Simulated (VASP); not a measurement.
A run of VASP 6.6.1:

Contents of INCAR:

```
SYSTEM = SrHf
ALGO = Normal ; EDIFF = 1E-6
ENCUT = 500 ; GGA = PE
GGA_COMPAT = .False. ; ISIF = 2
ISMEAR = 0 ; LASPH = .True.
LCHARG = .False. ; LREAL = .False.
LWAVE = .False. ; NBANDS = 17
NELM = 120 ; PREC = Accurate
SIGMA = 0.1
```

KPOINTS

```
k-points
0
Gamma
  6 6 6
  0 0 0
```

Contents of POSCAR:

```
SrHf
1.0
    0.0000000000      3.1542006800      3.1542006800
    3.1542006800      0.0000000000      3.1542006800
    3.1542006800      3.1542006800      0.0000000000
Sr Hf
1 1
Direct
    0.0000000000      0.0000000000      0.0000000000
    0.7500000000      0.7500000000      0.7500000000
```

Potentials or basis: VASP PAW PBE potentials, release 64 (Sr_sv, Hf_pv).

The run is started by

```sh
$ cat potpaw_PBE.64/Sr_sv/POTCAR potpaw_PBE.64/Hf_pv/POTCAR > POTCAR
$ mpirun -np 1 vasp_std > vasp.out
```

Hardware: 1 thread of AMD EPYC 9R45 96-Core Processor (Zen 5), on a shared host.

Estimate the wall time of this run.

Run time: 14 s on 1 thread of AMD EPYC 9R45 96-Core Processor (Zen 5), on a shared host, peak memory 0.17 GiB. Counts: scf iterations 13, k points 16.
